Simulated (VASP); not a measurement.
Set up this calculation in VASP 6.6.1, as the native input.

```yaml
Task: single point
Functional: r2SCAN
Potentials_or_basis: VASP PAW PBE potentials, release 64 (Ta_pv)
Cutoff: 520 eV
k_mesh: 20 × 20 × 20
Occupations: gaussian, width 0.15 eV
Spin: no spin polarisation
Dipole_correction: no
Further_INCAR_settings: ALGO = Normal; EDIFF = 1e-06; NBANDS = 12
```

Ta:

```xyz
1
Lattice="-1.5687 1.5687 1.5687 1.5687 -1.5687 1.5687 1.5687 1.5687 -1.5687" Properties=species:S:1:pos:R:3 pbc="T T T"
Ta    0.0000    0.0000    0.0000
```

This cell differs from its parent crystal: strain -0.050 along x and y, -0.050 along z.

The input as run:

POSCAR

```
Ta
1.0
   -1.5687160000      1.5687160000      1.5687160000
    1.5687160000     -1.5687160000      1.5687160000
    1.5687160000      1.5687160000     -1.5687160000
Ta
1
Direct
    0.0000000000      0.0000000000      0.0000000000
```

INCAR.step1

```
SYSTEM = Ta
PREC = Accurate ; ENCUT = 520
ISMEAR = 0 ; SIGMA = 0.15
LREAL = .False. ; LASPH = .True.
NELM = 100 ; NBANDS = 12
GGA = PE ; ALGO = Normal
EDIFF = 1E-4 ; LWAVE = .True.
LCHARG = .False.
```

INCAR.step2

```
SYSTEM = Ta
PREC = Accurate ; ENCUT = 520
EDIFF = 1E-6 ; ISMEAR = 0
SIGMA = 0.15 ; LREAL = .False.
LASPH = .True. ; NELM = 100
ALGO = Normal ; ISIF = 2
LWAVE = .False. ; LCHARG = .False.
METAGGA = R2SCAN ; LMIXTAU = .True.
NBANDS = 12 ; ISTART = 1
```

KPOINTS

```
regular mesh
0
Gamma
  20 20 20
  0 0 0
```

Potentials or basis: VASP PAW PBE potentials, release 64 (Ta_pv).

The run is started by

```console
$ cat potpaw_PBE.64/Ta_pv/POTCAR > POTCAR
$ cp INCAR.step1 INCAR
$ mpirun -np 1 vasp_std > vasp.out
$ cp INCAR.step2 INCAR
$ mpirun -np 1 vasp_std > vasp.out
```

It gave:

* Pressure: 43.4 GPa
* Band gap on the k mesh: zero (an odd number of electrons rules out a gap without spin polarisation)

Caveat: the cell differs from its parent crystal (strain -0.050 along x and y, -0.050 along z); the cell stands under pressure; the PAW data sets were made with another functional, which shifts forces and pressure a little; spin-orbit coupling is left out, which moves the levels of the heavy elements.

Wall time 64 s on 1 thread of Intel(R) Xeon(R) 6975P-C (Granite Rapids), on a shared host, peak memory 0.16 GiB.
